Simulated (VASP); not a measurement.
# Sn in VASP: a series of runs, part 2 of 2

VASP 6.6.1. The steps go on from the part before.

**4. Relaxation of cell and atoms, PBEsol**

This run uses another cell than the first one, of 26.24 Å³/atom.

Input file INCAR:

```
PREC     = Accurate       # precision mode
ENCUT    = 600            # plane-wave cutoff, eV
EDIFF    = 1E-7           # SCF threshold, eV
ISMEAR   = 0              # smearing method
SIGMA    = 0.15           # smearing width, eV
LREAL    = False          # projectors in reciprocal space
LASPH    = True           # aspherical terms in the spheres
NELM     = 60             # most SCF steps
ALGO     = Fast           # electronic algorithm
ISIF     = 3              # what is computed and relaxed
LWAVE    = False          # write WAVECAR
LCHARG   = False          # write CHGCAR
GGA      = PS             # functional
IBRION   = 2              # ionic algorithm
NSW      = 100            # ionic steps
EDIFFG   = -0.01          # ionic threshold
```

Input file KPOINTS:

```
Automatic mesh
0
Gamma
  12 12 12
```

Input file POSCAR:

```
Sn
1.0
   -1.8289851493      1.9094998554      1.8832405702
    1.8665942890     -1.8458980203      1.8572478747
    1.8504373365      1.8673502074     -1.8196387350
Sn
1
Direct
    0.0000000000      0.0000000000      0.0000000000
```

Potentials or basis: VASP PAW PBE potentials, release 64 (Sn_d).

Run with:

```console
$ cat potpaw_PBE.64/Sn_d/POTCAR > POTCAR
$ mpirun -np 1 vasp_std > vasp.out
```

OUTCAR:

```text
PREC = Accurate
   ENCUT = 600
   EDIFF = 1E-7
   ISMEAR = 0
   LREAL = False
   LASPH = True
   NELM = 60
   ISIF = 3
   GGA = PS
   IBRION = 2
   NSW = 100
   EDIFFG = -0.01

 ion  position               nearest neighbor table
   1  0.000  0.000  0.000-

  LATTYP: Found a triclinic cell.
 ALAT       =     3.2157243988
 B/A-ratio  =     1.6250468138
 C/A-ratio  =     1.9436203892
 COS(alpha) =     0.0012807332
 COS(beta)  =     0.5222120902
 COS(gamma) =     0.8160547145

  Lattice vectors:

 A1 = (  -1.8665942890,   1.8458980203,  -1.8572478747)
 A2 = (  -0.0161569525,   3.7132482277,  -3.6768866097)
 A3 = (  -5.6050781017,  -1.9524042296,  -1.9584588496)

Analysis of symmetry for initial positions (statically):
=====================================================================
 Subroutine PRICEL returns:
 Original cell was already a primitive cell.

 Routine SETGRP: Setting up the symmetry group for a
 triclinic supercell.

 Subroutine GETGRP returns: Found  2 space group operations
 (whereof  2 operations were pure point group operations)
 out of a pool of  2 trial point group operations.

The static configuration has the point symmetry S_2 .

Analysis of symmetry for dynamics (positions and initial velocities):
=====================================================================
 Subroutine PRICEL returns:
 Original cell was already a primitive cell.

 Routine SETGRP: Setting up the symmetry group for a
 triclinic supercell.

 Subroutine GETGRP returns: Found  2 space group operations
 (whereof  2 operations were pure point group operations)
 out of a pool of  2 trial point group operations.

The dynamic configuration has the point symmetry S_2 .

 Subroutine INISYM returns: Found  2 space group operations
[... 145 lines left out ...]

  energy without entropy =       -4.22639768  energy(sigma->0) =       -4.22949817

------------------------ aborting loop because EDIFF is reached ----------------------------------------

  FORCE on cell =-STRESS in cart. coord.  units (eV):
  Direction    XX          YY          ZZ          XY          YZ          ZX
  --------------------------------------------------------------------------------------
  -------------------------------------------------------------------------------------
  Total       -0.0252896     -0.0654678     -0.0295157      0.0094876     -0.1166969     -0.0518759
  in kB       -1.5438665     -3.9966504     -1.8018609      0.5791940     -7.1240569     -3.1668981
  external PRESSURE =      -2.4474593 kB  Pullay stress =       0.0000000 kB
[... 86 lines left out ...]
  FREE ENERGIE OF THE ION-ELECTRON SYSTEM (eV)
  ---------------------------------------------------
  free  energy   TOTEN  =        -4.2352611737 eV

  energy  without entropy=       -4.2298873128  energy(sigma->0) =       -4.23257424

[... ionic steps 4 to 7 ...]

--------------------------------------- Ionic step        8  -------------------------------------------

 number of electron      14.0000004 magnetization

------------------------ aborting loop because EDIFF is reached ----------------------------------------
[... 65 lines left out ...]
--------------------------------------- Ionic step       10  -------------------------------------------

 number of electron      14.0000004 magnetization

 Free energy of the ion-electron system (eV)
  ---------------------------------------------------
  ext. energy  EPLUGINS =         0.00000000
  ---------------------------------------------------
  free energy    TOTEN  =        -4.23653629 eV

  energy without entropy =       -4.23191793  energy(sigma->0) =       -4.23422711

 E-fermi :   8.5243     XC(G=0): -10.7172

 val. band max:        8.4649216680   @ k =   0.4167  -0.4167   0.4167
 cond. band min:       8.5592789010   @ k =   0.1667  -0.4167   0.0833
 fundamental gap:      0.0943572330
 Fermi energy:         8.5243290540

 k-point     1 :       0.0000    0.0000    0.0000
  band No.  band energies     occupation
      1     -13.0054      2.00000
      2     -13.0053      2.00000
      3     -13.0046      2.00000
      4     -12.8453      2.00000
      5     -12.8449      2.00000
      6      -2.9549      2.00000
      7      16.8361      0.00000
      8      16.8473      0.00000
      9      16.8504      0.00000
     10      20.6852      0.00000
     11      20.6924      0.00000
[... 309 lines left out ...]
 k-point    24 :       0.3333    0.1667    0.0000
  band No.  band energies     occupation
      1     -13.0331      2.00000
      2     -12.9632      2.00000
      3     -12.8638      2.00000
      4     -12.8592      2.00000
      5     -12.7852      2.00000
      6       1.3598      2.00000
      7       5.6175      2.00000
      8       9.5720      0.00000
      9      13.1355      0.00000
     10      18.0597      0.00000
     11      20.7384      0.00000

 [... further k-points ...]

------------------------ aborting loop because EDIFF is reached ----------------------------------------

  FORCE on cell =-STRESS in cart. coord.  units (eV):
  Direction    XX          YY          ZZ          XY          YZ          ZX
  --------------------------------------------------------------------------------------
  -------------------------------------------------------------------------------------
  Total        0.0038670     -0.0040013      0.0005171      0.0017512     -0.0032870      0.0005728
  in kB        0.2383131     -0.2465927      0.0318661      0.1079237     -0.2025723      0.0352976
  external PRESSURE =       0.0078622 kB  Pullay stress =       0.0000000 kB
[... 16 lines left out ...]
  FREE ENERGIE OF THE ION-ELECTRON SYSTEM (eV)
  ---------------------------------------------------
  free  energy   TOTEN  =        -4.2365362914 eV

  energy  without entropy=       -4.2319179287  energy(sigma->0) =       -4.23422711

 reached required accuracy - stopping structural energy minimisation
```

OSZICAR:

```text
N       E                     dE             d eps       ncg     rms          rms(c)
DAV:   1     0.766123355143E+02    0.76612E+02   -0.81837E+03 19267   0.209E+03
DAV:   2     0.317993179353E+00   -0.76294E+02   -0.74597E+02 19548   0.357E+02
DAV:   3    -0.415719195391E+01   -0.44752E+01   -0.44403E+01 21706   0.775E+01
[... 99 lines left out ...]
RMM:   3    -0.423653330752E+01    0.12770E-03   -0.33140E-04 20018   0.311E-01    0.118E-02
RMM:   4    -0.423653522520E+01   -0.19177E-05   -0.76308E-05 22189   0.961E-02    0.412E-03
RMM:   5    -0.423653640005E+01   -0.11748E-05   -0.11655E-05 24738   0.418E-02    0.413E-03
RMM:   6    -0.423653646323E+01   -0.63176E-07   -0.12272E-06 21252   0.196E-02    0.163E-03
RMM:   7    -0.423653628720E+01    0.17602E-06   -0.38595E-07 15810   0.780E-03    0.133E-03
RMM:   8    -0.423653629138E+01   -0.41773E-08   -0.10216E-07 12968   0.446E-03
  10 F= -.42365363E+01 E0= -.42342271E+01  d E =-.151183E-04
```

Wall time 26 min (1 thread of Intel Xeon Platinum 8559C (Emerald Rapids), shared host); peak memory 0.45 GiB.

Results:

```yaml
Free_energy: -4.2365 eV
Relaxed_volume: 26.00 Å³/atom
Relaxed_cell: a = 3.233 Å, b = 3.232 Å, c = 3.231 Å, α = 109.49°, β = 109.43°, γ = 109.48°
Space_group_after_relaxing_to_0.1_Å: Im-3m (No. 229)
Energy_gained_by_relaxing: 3.9 meV/atom
Ionic_steps: 10
Pressure_after_relaxing: 0.0 GPa
Band_gap_on_the_k_mesh: zero (bands 7 and 8 overlap by 10.97 eV)
```

The path:
| step | energy change (eV) | largest force (eV/Å) | pressure (GPa) | volume (Å³) |
| --- | --- | --- | --- | --- |
| 1 | 0.0000 | 0.0000 | -0.24 | 26.24 |
| 2 | -0.0017 | 0.0000 | -0.05 | 26.09 |
| 3 | -0.0027 | 0.0000 | 0.24 | 25.93 |
| 4 | -0.0013 | 0.0000 | 0.98 | 25.60 |
| 5 | -0.0028 | 0.0000 | 0.36 | 25.86 |
| 6 | -0.0037 | 0.0000 | 0.09 | 25.97 |
| 7 | -0.0037 | 0.0000 | 0.06 | 25.99 |
| 8 | -0.0039 | 0.0000 | -0.03 | 26.03 |
| 9 | -0.0039 | 0.0000 | -0.08 | 26.05 |
| 10 | -0.0039 | 0.0000 | 0.00 | 26.00 |

Final structure:
```xyz
1
Lattice="-1.8654 1.8682 1.8666 1.8655 -1.8668 1.8655 1.8651 1.8662 -1.8657" Properties=species:S:1:pos:R:3 pbc="T T T"
Sn   -0.0003    3.7344    0.0009
```

Levels at points of the mesh, in eV from the Fermi level:
| k point | band 4 | band 5 | band 6 | band 7 | band 8 | band 9 | band 10 | band 11 |
| --- | --- | --- | --- | --- | --- | --- | --- | --- |
| (0.00, 0.00, 0.00) | -21.37 | -21.37 | -11.48 | 8.31 | 8.32 | 8.33 | 12.16 | 12.17 |
| (0.50, 0.00, 0.00) | -21.38 | -21.27 | -6.53 | -4.71 | 3.71 | 5.55 | 8.18 | 8.38 |
| (0.00, 0.50, 0.00) | -21.38 | -21.27 | -6.52 | -4.71 | 3.69 | 5.53 | 8.16 | 8.37 |
| (0.50, 0.50, 0.00) | -21.38 | -21.27 | -6.53 | -4.71 | 3.70 | 5.54 | 8.17 | 8.38 |
| (0.00, 0.00, 0.50) | -21.38 | -21.27 | -6.52 | -4.71 | 3.70 | 5.54 | 8.17 | 8.37 |
| (0.50, 0.00, 0.50) | -21.38 | -21.27 | -6.52 | -4.71 | 3.69 | 5.53 | 8.16 | 8.37 |
| (0.00, 0.50, 0.50) | -21.38 | -21.27 | -6.52 | -4.71 | 3.70 | 5.54 | 8.17 | 8.38 |
| (0.50, 0.50, 0.50) | -21.30 | -21.30 | -2.28 | -0.59 | -0.58 | -0.57 | 3.78 | 3.78 |

Caveat: the PAW data sets were made with another functional, which shifts forces and pressure a little; spin-orbit coupling is left out, which moves the levels of the heavy elements.

**5. The runs side by side**

| task | cell | cutoff (eV) | gap on the mesh (eV) | pressure (GPa) |
| --- | --- | --- | --- | --- |
| single point | a = 3.233 Å, angles 109.5°, 1 atom | 520 | none | 0.0 |
| single point | a = 3.246, b = 3.216, c = 3.197 Å, angles 109.1, 108.2, 109.2°, 1 atom | 520 | none | -0.3 |
| relaxation of cell and atoms | relaxed from a = 3.246, b = 3.216, c = 3.197 Å, angles 109.1, 108.2, 109.2°, 1 atom | 600 | none | 0.0 |

Alike in all rows: level PBEsol; potentials or basis VASP PAW PBE potentials, release 64 (Sn_d); no spin polarisation; k mesh 12 × 12 × 12; smearing gaussian 0.15 eV.

Caveats: the PAW data sets were made with another functional, which shifts forces and pressure a little; spin-orbit coupling is left out, which moves the levels of the heavy elements.

Total energies depend on the potentials used, so only differences within one code and one set of settings carry meaning.
